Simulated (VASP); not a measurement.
Crystal: GaP.

```
Ga P
1.0
     0.00000    2.72525    2.72525
     2.72525    0.00000    2.72525
     2.72525    2.72525    0.00000
Ga P
1 1
Direct
  0.00000 0.00000 0.00000
  0.75000 0.75000 0.75000
```

Base run:

| Quantity | Value |
| --- | --- |
| Program | VASP 6.6.1 |
| Functional | PBE |
| Potentials or basis | VASP PAW PBE potentials, release 64 (Ga_d, P) |
| Cutoff | 520 eV |
| k mesh | 8 × 8 × 8 |
| Occupations | gaussian, width 0.05 eV |
| Spin | no spin polarisation |

Its results: band gap on the k mesh 1.64 eV (least direct gap 1.83 eV); pressure 2.4 GPa.

Problem. The run is repeated on the same cell with these changes: functional from PBE to PBE-based global hybrid with 50 % exact exchange; k mesh from 8 × 8 × 8 to 4 × 4 × 4. What comes out?

Solution. Band gap on the k mesh 4.51 eV (least direct gap 5.43 eV); pressure -1.4 GPa.

Several settings changed at once.

Caveats: some runs use coarse meshes; the PAW data sets were made with another functional, which shifts forces and pressure a little (at least some runs).

A k mesh can miss the band edges.
